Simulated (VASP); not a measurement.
# Al6N5 (a cell with a defect) in VASP: a series of runs, part 2 of 2

VASP 6.6.1. The steps go on from the part before.

## Step 4: Single point, PBEsol (atom 9 moved 0.000 of the way to it and +0.175 Å across, host rigid)

INCAR reads:

```
SYSTEM = Al6N5
PREC     = Accurate       ! precision mode
ENCUT    = 520            ! plane-wave cutoff, eV
EDIFF    = 1E-6           ! SCF threshold, eV
ISMEAR   = 0              ! smearing method
SIGMA    = 0.05           ! smearing width, eV
LREAL    = .False.        ! projectors in reciprocal space
LASPH    = .True.         ! aspherical terms in the spheres
NELM     = 100            ! most SCF steps
ALGO     = Normal         ! electronic algorithm
ISIF     = 2              ! what is computed and relaxed
LWAVE    = .False.        ! write WAVECAR
LCHARG   = .True.         ! write CHGCAR
GGA      = PS             ! functional
LELF     = .True.         ! ELF
LVHAR    = .True.       
NELECT   = 40.0         
NBANDS   = 32             ! bands
```

KPOINTS reads:

```
Automatic mesh
0
Gamma
  6 6 6
  0 0 0
```

POSCAR reads:

```
Al6N5
1.0
   -3.3014697842      0.0000000000      4.1398709024
    1.6507348921     -2.8591567030      4.1398709024
    1.6507348921      2.8591567030      4.1398709024
Al N
6 5
Direct
    0.2500000000      0.9166666667      0.5833333333
    0.5833333333      0.2500000000      0.9166666667
    0.9166666667      0.5833333333      0.2500000000
    0.7500000000      0.0833333333      0.4166666667
    0.0833333333      0.4166666667      0.7500000000
    0.4166666667      0.7500000000      0.0833333333
    0.4166666667      0.0833333333      0.7500000000
    0.7500000000      0.4166666667      0.0833333333
    0.9487240450      0.2370324748      0.5928782599
    0.2500000000      0.5833333333      0.9166666667
    0.5833333333      0.9166666667      0.2500000000
```

The run is started by

```console
$ cat potpaw_PBE.64/Al/POTCAR potpaw_PBE.64/N/POTCAR > POTCAR
$ mpirun -np 1 vasp_std > vasp.out
```

It took 10 min on 1 thread of Oxide Virtual Turin-like, shared host; peak memory 0.4 GiB.

It converged, with:

| Item | Value |
| --- | --- |
| Free energy | -102.3374 eV |
| Largest force | 3.364 eV/Å |

Forces on the atoms (eV/Å):
```
Al  -1.413  0.782  2.847
Al  -0.452 -0.127  0.098
Al  -0.170  0.438 -2.770
Al   1.882 -1.062  0.029
Al  -0.058  2.351  0.422
Al  -1.966 -1.174 -0.020
N   -0.508  0.064  0.941
N    0.148  0.293  0.079
N    2.055 -2.108 -1.627
N    0.589 -0.410 -0.006
N   -0.108  0.953  0.007
```

Levels at points of the mesh, in eV from the Fermi level:
```tsv
k point	band 16	band 17	band 18	band 19	band 20	band 21	band 22	band 23	band 24	band 25
(0.00, 0.00, 0.00)	-1.87	-1.78	-0.50	-0.46	-0.02	0.41	4.07	4.14	5.50	6.25
(0.50, 0.00, 0.00)	-2.15	-1.42	-1.09	-0.58	-0.23	0.28	3.16	4.32	4.88	6.64
(0.00, 0.50, 0.00)	-2.10	-1.32	-1.08	-0.54	-0.21	0.18	3.13	4.24	4.82	6.75
(0.00, 0.00, 0.50)	-2.12	-1.24	-1.08	-0.40	-0.23	0.11	3.14	4.34	4.89	6.66
(0.50, 0.50, 0.00)	-1.99	-1.67	-1.50	-0.64	-0.22	0.08	3.77	3.91	4.73	5.64
(0.50, 0.00, 0.50)	-1.90	-1.67	-1.41	-0.64	-0.17	0.04	3.83	3.85	4.73	5.74
(0.00, 0.50, 0.50)	-1.80	-1.74	-1.41	-0.55	-0.09	0.02	3.77	3.95	4.62	5.74
(0.50, 0.50, 0.50)	-1.75	-1.72	-1.66	-1.53	-1.50	1.08	3.54	3.75	3.89	7.08
```

Caveat: the cell carries a net charge on a neutralising background, which shifts energy and pressure; the cell differs from its parent crystal (atom 9 moved 0.000 of the way to it and +0.175 Å across, host rigid); the cell is charged against a uniform background, so pressure and absolute levels hang on convention; the PAW data sets were made with another functional, which shifts forces and pressure a little.

## Step 5: Single point, PBEsol (atom 9 moved 0.125 of the way to it and +0.350 Å across, host rigid)

INCAR reads:

```
  PREC = Accurate
  ENCUT = 520
  EDIFF = 1E-6
  ISMEAR = 0
  SIGMA = 0.05
  LREAL = False
  LASPH = True
  NELM = 60
  ALGO = Normal
  ISIF = 2
  LWAVE = False
  LCHARG = False
  GGA = PS
  NBANDS = 32
  NELECT = 40.0
```

KPOINTS reads:

```
Automatic mesh
0
Gamma
  6 6 6
```

POSCAR: that of step 4 with these lines changed.

```diff
@@ -16,3 +16,3 @@
     0.7500000000      0.4166666667      0.0833333333
-    0.9487240450      0.2370324748      0.5928782599
+    1.0016147568      0.1615649497      0.5815898532
     0.2500000000      0.5833333333      0.9166666667
```

Potentials or basis: VASP PAW PBE potentials, release 64 (Al, N).

The run is started by

```console
$ cat potpaw_PBE.64/Al/POTCAR potpaw_PBE.64/N/POTCAR > POTCAR
$ mpirun -np 1 vasp_std > vasp.out
```

OUTCAR:

```text
PREC = Accurate
   ENCUT = 520
   EDIFF = 1E-6
   ISMEAR = 0
   LREAL = False
   LASPH = True
   NELM = 60
   ISIF = 2
   GGA = PS
   NELECT = 40.0

 ion  position               nearest neighbor table
   1  0.250  0.917  0.583-   9 1.41  11 1.91  10 1.91   7 2.07   4 2.81   4 2.81   5 2.81   6 2.81
                             5 2.81   6 2.81   2 3.30   3 3.30   2 3.30   3 3.30   2 3.30   3 3.30
   2  0.583  0.250  0.917-  10 1.91  11 1.91   7 2.07   8 2.07   9 2.20   6 2.81   6 2.81   4 2.81
                             5 2.81   5 2.81   4 2.81   3 3.30   1 3.30   1 3.30   3 3.30   1 3.30
[... 1075 lines left out ...]
 VOLUME and BASIS-vectors are now :
 -----------------------------------------------------------------------------
  energy-cutoff  :      520.00
  volume of cell :      117.23
      direct lattice vectors                 reciprocal lattice vectors
    -3.301469784  0.000000000  4.139870902    -0.201930264  0.000000000  0.080517809
     1.650734892 -2.859156703  4.139870902     0.100965132 -0.174876739  0.080517809
     1.650734892  2.859156703  4.139870902     0.100965132  0.174876739  0.080517809

 POSITION                                       TOTAL-FORCE (eV/Angst)
 -----------------------------------------------------------------------------------
      1.65073     -0.95305      7.24477       -18.812096     10.867169      3.005499
      0.00000      1.90610      7.24477        -0.883129      0.259312      0.025359
     -1.65073     -0.95305      7.24477        -0.728265      0.487041     -2.917599
     -1.65073      0.95305      5.17484         1.438383     -0.712730      0.023642
      1.65073      0.95305      5.17484        -0.282225      2.505591      0.295397
     -0.00000     -1.90610      5.17484        -1.962101     -1.143397     -0.032697
     -0.00000      1.90610      5.17484        -0.241688     -0.153478      1.390010
     -1.65073     -0.95305      5.17484        -0.123764      0.005354     -0.286727
      1.22142      1.20092      3.08325        21.911439    -13.184236     -1.533385
      1.65073      0.95305      7.24477         0.150557     -0.215720      0.020248
      0.00000     -1.90610      7.24477        -0.467111      1.285093      0.010254
 -----------------------------------------------------------------------------------
    total drift:                               -0.000184      0.000065     -0.000008

  FREE ENERGIE OF THE ION-ELECTRON SYSTEM (eV)
  ---------------------------------------------------
  free  energy   TOTEN  =       -98.2904889419 eV

  energy  without entropy=      -98.2883293533  energy(sigma->0) =      -98.28940915
```

stdout:

```text
POSCAR found type information on POSCAR AlN
 POSCAR found :  2 types and      11 ions
 scaLAPACK will be used
 -----------------------------------------------------------------------------
|                                                                             |
|                                                                             |
|     You enforced a specific xc type in the INCAR file but a different       |
|     I HOPE YOU KNOW WHAT YOU ARE DOING!                                     |
|                                                                             |
 -----------------------------------------------------------------------------

 LDA part: xc-table for (Slater+PW92), standard interpolation
 POSCAR, INCAR and KPOINTS ok, starting setup
 FFT: planning ... GRIDC
 FFT: planning ... GRID_SOFT
 FFT: planning ... GRID
 WAVECAR not read
 entering main loop
 the old and the new charge density differ
 old charge density:    43.00000 new   40.00000
    0.190E+01
```

It took 9.5 min on 1 thread of Oxide Virtual Turin-like, shared host; peak memory 0.4 GiB.

Results:

* Free energy: -98.2905 eV
* Largest force: 25.618 eV/Å

Forces in eV/Å, atoms in the order of the input:
```
Al  -18.812  10.867   3.005
Al   -0.883   0.259   0.025
Al   -0.728   0.487  -2.918
Al    1.438  -0.713   0.024
Al   -0.282   2.506   0.295
Al   -1.962  -1.143  -0.033
N    -0.242  -0.153   1.390
N    -0.124   0.005  -0.287
N    21.911 -13.184  -1.533
N     0.151  -0.216   0.020
N    -0.467   1.285   0.010
```

Caveat: the cell carries a net charge on a neutralising background, which shifts energy and pressure; the cell differs from its parent crystal (atom 9 moved 0.125 of the way to it and +0.350 Å across, host rigid); the cell is charged against a uniform background, so pressure and absolute levels hang on convention; the PAW data sets were made with another functional, which shifts forces and pressure a little.
